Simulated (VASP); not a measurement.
Here is a VASP 6.6.1 calculation.

File INCAR:

```
PREC = Accurate ; ENCUT = 520
EDIFF = 1E-6 ; ISMEAR = -1
SIGMA = 0.08 ; LREAL = F
LASPH = T ; NELM = 100
ALGO = Normal ; ISIF = 2
LWAVE = F ; LCHARG = F
GGA = PE ; NBANDS = 8
```

KPOINTS

```
Automatic mesh
0
Gamma
  16 16 15
```

The input POSCAR:

```
Si
1.0
    2.2130112098      0.0000000000      0.0000000000
   -1.1065056049      1.9165239266      0.0000000000
    0.0000000000      0.0000000000      2.1317520451
Si
1
Direct
    0.0000000000      0.0000000000      0.0000000000
```

Potentials or basis: VASP PAW PBE potentials, release 64 (Si).

Launch:

```sh
$ cat potpaw_PBE.64/Si/POTCAR > POTCAR
$ mpirun -np 1 vasp_std > vasp.out
```

**Question.** Predict the band gap on the k mesh.

**Answer.** Zero (band 2 reaches 24.68 eV, above the bottom of band 3 at 12.62 eV).

**Question.** Estimate the pressure.

**Answer.** 162.9 GPa.

Stress tensor (GPa, compression positive):
```
162.79   0.00   0.00
  0.00 162.79   0.00
  0.00   0.00 163.25
```
